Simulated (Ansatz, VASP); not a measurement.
# Two plane-wave programs on Tc

```
Tc
1.0
     0.00000    1.95000    1.95000
     1.95000    0.00000    1.95000
     1.95000    1.95000    0.00000
Tc
1
Direct
  0.00000 0.00000 0.00000
```

Alike in both runs: task relaxation of cell and atoms; functional PBE; dispersion D3(BJ); k mesh 13 × 13 × 13; no spin polarisation.

```csv
,VASP,Ansatz
version,VASP 6.6.1,Ansatz 0.2.0
potentials or method,"VASP PAW PBE potentials, release 64 (Tc_pv)","plane waves, PAW"
plane-wave cutoff (eV),600,500
occupations,"methfessel-paxton of order 1, width 0.2 eV","cold, width 0.2 eV"
valence electrons in the cell,13,15
```

```tsv
	VASP	Ansatz	Ansatz less VASP
relaxed volume (Å³/atom)	14.14	14.17	+0.029
relaxed length of the cell vector where the two differ most in proportion (Å)	2.714	2.716	+0.0018
```

VASP's potentials hold 13 valence electrons a cell and Ansatz's 15, so a difference there can come from the potentials and not from the codes. Ansatz's warnings: force scf threshold loose, stress scf threshold loose.
